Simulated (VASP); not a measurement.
Here is a VASP 6.6.1 calculation.

Contents of INCAR:

```
PREC = Accurate
ENCUT = 520
EDIFF = 1E-6
ISMEAR = 0
SIGMA = 0.2
LREAL = False
LASPH = True
NELM = 80
ALGO = Normal
ISIF = 2
LWAVE = False
LCHARG = False
GGA = PE
NBANDS = 25
```

Contents of KPOINTS:

```
regular mesh
0
Gamma
  4 4 2
```

File POSCAR:

```
Al4BSbP2
1.0
    4.0031855019      0.0000000000      0.0000000000
    0.0000000000      4.0031855019      0.0000000000
    0.0000000000      0.0000000000     10.5485521928
Al B Sb P
4 1 1 2
Direct
    0.0000000000      0.5000000000      0.0694488962
    0.5000000000      0.0000000000      0.9305511038
    0.5000000000      0.0000000000      0.3297770227
    0.0000000000      0.5000000000      0.6702229773
    0.0000000000      0.0000000000      0.0000000000
    0.0000000000      0.0000000000      0.5000000000
    0.5000000000      0.5000000000      0.7908021520
    0.5000000000      0.5000000000      0.2091978480
```

Potentials or basis: VASP PAW PBE potentials, release 64 (Al, B, Sb, P).

Run with:

```console
$ cat potpaw_PBE.64/Al/POTCAR potpaw_PBE.64/B/POTCAR potpaw_PBE.64/Sb/POTCAR potpaw_PBE.64/P/POTCAR > POTCAR
$ mpirun -np 1 vasp_std > vasp.out
```

Question: What does it give for the band gap on the k mesh?

Answer: Zero (bands 15 and 16 overlap by 1.36 eV).

Question: What does it give for the largest force?

Answer: 0.065 eV/Å.

Question: Estimate the pressure.

Answer: -0.4 GPa.

Forces in eV/Å, atoms in the order of the input:
```
Al   0.000  0.000  0.012
Al   0.000  0.000 -0.012
Al   0.000  0.000 -0.039
Al   0.000  0.000  0.039
B    0.000  0.000  0.000
Sb   0.000  0.000  0.000
P    0.000  0.000  0.065
P    0.000  0.000 -0.065
```

Caveat: the k points lie up to 0.39 Å⁻¹ apart, too coarse for converged energies and pressures of a metal; spin-orbit coupling is left out, which moves the levels of the heavy elements.
